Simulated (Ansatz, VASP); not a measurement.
## LiBr2: VASP beside Ansatz

```
Br Li
1.0
     0.00000    0.00000    5.62480
     5.65118    0.00000    0.00000
     2.82559    5.27927   -2.81240
Br Li
4 2
Direct
  0.11501 0.09919 0.23002
  0.88499 0.90081 0.76998
  0.38499 0.32921 0.76998
  0.61501 0.67079 0.23002
  0.25000 0.00000 0.00000
  0.75000 0.00000 0.00000
```

Alike in both runs: task relaxation of cell and atoms; functional LDA; k mesh 4 × 4 × 4; no spin polarisation.

|  | VASP | Ansatz |
| --- | --- | --- |
| version | VASP 6.6.1 | Ansatz 0.2.0 |
| potentials or method | VASP PAW LDA potentials, release 64 (Br, Li_sv), cutoff 600 eV | PAW plane waves |
| occupations | fermi-dirac, width 0.1 eV | fermi-dirac |
| valence electrons in the cell | 34 | 34 |

VASP gave:

* gap on the k mesh at the Fermi level, each at its own relaxed structure (eV): none
* relaxed volume (Å³/atom): 23.42
* relaxed length of the cell vector where the two differ most in proportion (Å): 6.830

Task: Which values does Ansatz return?

Result: gap on the k mesh at the Fermi level, each at its own relaxed structure (eV): none; relaxed volume (Å³/atom): 23.45; relaxed length of the cell vector where the two differ most in proportion (Å): 6.853.

LDA's correlation is that of Perdew and Zunger in VASP and of Perdew and Wang (1992) in Ansatz. A gap of «none» marks a metal or a gap that the smearing closes.

Noted on VASP's run: the cutoff is under 1.25 times that of the potentials, so the pressure is a little rough; the volume moved by over 15 % at a fixed basis, so the end points are rough.
